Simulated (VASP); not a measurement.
Write the native input for VASP 6.6.1 that does the following.

```yaml
Task: single point
Functional: r2SCAN
Potentials_or_basis: VASP PAW PBE potentials, release 64 (Sn_d, O)
Cutoff: 520 eV
k_mesh: 6 × 6 × 6
Occupations: fermi-dirac, width 0.02 eV
Spin: no spin polarisation
Dipole_correction: no
Further_INCAR_settings: ALGO = Normal; EDIFF = 1e-07; NBANDS = 28
```

The system is SnO.

```xyz
4
Lattice="3.7926 0.0000 0.0000 0.0000 3.7926 0.0000 0.0000 0.0000 4.6156" Properties=species:S:1:pos:R:3 pbc="T T T"
Sn    0.0000    1.8963    1.1412
Sn    1.8963    0.0000    3.4745
O     1.8963    1.8963    0.0000
O     0.0000    0.0000    0.0000
```

This cell differs from its parent crystal: uniaxial z strain -3.0%.

These files were run (other wordings do the same):

POSCAR

```
SnO
1.0
    3.7925880617      0.0000000000      0.0000000000
    0.0000000000      3.7925880617      0.0000000000
    0.0000000000      0.0000000000      4.6156356110
Sn O
2 2
Direct
    0.0000000000      0.5000000000      0.2472417149
    0.5000000000      0.0000000000      0.7527582851
    0.5000000000      0.5000000000      0.0000000000
    0.0000000000      0.0000000000      0.0000000000
```

INCAR.step1

```
ALGO = Normal ; EDIFF = 1E-4
ENCUT = 520 ; GGA = PE
ISMEAR = -1 ; LASPH = T
LCHARG = F ; LREAL = F
LWAVE = T ; NBANDS = 28
NELM = 80 ; PREC = Accurate
SIGMA = 0.02
```

INCAR.step2

```
ALGO = Normal ; EDIFF = 1E-7
ENCUT = 520 ; ISIF = 2
ISMEAR = -1 ; ISTART = 1
LASPH = T ; LCHARG = T
LELF = T ; LMIXTAU = T
LREAL = F ; LVHAR = T
LWAVE = F ; METAGGA = R2SCAN
NBANDS = 28 ; NELM = 80
PREC = Accurate ; SIGMA = 0.02
```

KPOINTS

```
k-points
0
Gamma
  6 6 6
```

Potentials or basis: VASP PAW PBE potentials, release 64 (Sn_d, O).

Launch:

```console
$ cat potpaw_PBE.64/Sn_d/POTCAR potpaw_PBE.64/O/POTCAR > POTCAR
$ cp INCAR.step1 INCAR
$ mpirun -np 1 vasp_std > vasp.out
$ cp INCAR.step2 INCAR
$ mpirun -np 1 vasp_std > vasp.out
```

Results of the run:

| Property | Result |
| --- | --- |
| Pressure | 2.6 GPa |
| Largest force | 0.123 eV/Å |
| Band gap on the k mesh | zero (band 20 reaches 7.85 eV, above the bottom of band 21 at 7.71 eV) |

Caveat: the cell differs from its parent crystal (uniaxial z strain -3.0%); the PAW data sets were made with another functional, which shifts forces and pressure a little; spin-orbit coupling is left out, which moves the levels of the heavy elements.

Wall time 110 s on 1 thread of Intel(R) Xeon(R) 6975P-C (Granite Rapids), on a shared host, peak memory 0.21 GiB.
